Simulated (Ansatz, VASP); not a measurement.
**Two plane-wave programs on SnTe**

The input INCAR:

```
SYSTEM = SnTe
PREC = Accurate
ENCUT = 520
EDIFF = 1E-7
ISMEAR = -1
SIGMA = 0.08
LREAL = .False.
LASPH = .True.
NELM = 80
ALGO = Normal
ISIF = 2
LWAVE = .False.
LCHARG = .False.
GGA = PE
NBANDS = 17
```

File KPOINTS:

```
regular mesh
0
Gamma
  12 12 12
  0 0 0
```

File POSCAR:

```
SnTe
1.0
    0.0000000000      3.1077977469      3.1077977469
    3.1077977469      0.0000000000      3.1077977469
    3.1077977469      3.1077977469      0.0000000000
Sn Te
1 1
Direct
    0.0000000000      0.0000000000      0.0000000000
    0.2500000000      0.2500000000      0.2500000000
```

Input for Ansatz:

```yaml
crystal:
  lattice:
    - [0.0, 3.1077977469, 3.1077977469]
    - [3.1077977469, 0.0, 3.1077977469]
    - [3.1077977469, 3.1077977469, 0.0]
  atoms:
    - { symbol: Sn, position: [0.0, 0.0, 0.0] }
    - { symbol: Te, position: [0.25, 0.25, 0.25] }
kpoints:
  mp_grid: { grid: [12, 12, 12] }
  band_path:
    path:
      - [0.0, 0.0, 0.0]
      - [-0.5, -0.5, 0.0]
      - [-0.375, -0.375, 0.25]
      - [-0.375, 0.0, 0.375]
      - [0.0, 0.0, 0.0]
      - [0.0, 0.0, 0.5]
      - [-0.5, -0.25, 0.25]
      - [-0.5, -0.5, 0.0]
    npoints: 8
scf:
  occupations: { method: fermi_dirac, width: 0.08 }
hamiltonian:
  xc: pbe
  pseudopotentials: { kind: paw }
output:
  forces: true
  stress: true
  eigenvalues: true
  populations: true
  dos: { projected: true, de: 0.2, e_range: [-14, 8] }
```

Change from the starting cell: volume scaled by 0.64, PAW files.

Alike in both runs: task single point; functional PBE; k mesh 12 × 12 × 12; occupations fermi-dirac, width 0.08 eV; no spin polarisation.

|  | VASP | Ansatz |
| --- | --- | --- |
| version | VASP 6.6.1 | Ansatz 0.2.0 |
| potentials or method | VASP PAW PBE potentials, release 64 (Sn_d, Te) | PAW with Ansatz's default frozen-core files, scalar-relativistic |
| plane-wave cutoff (eV) | 520 | 420 |
| valence electrons in the cell | 20 | 30 |

```tsv
	VASP	Ansatz	Ansatz less VASP
pressure (GPa)	24.6	24.6	+0.02
```

VASP's potentials hold 20 valence electrons a cell and Ansatz's 30, so a difference there can come from the potentials and not from the codes.

Spin-orbit coupling is off throughout.
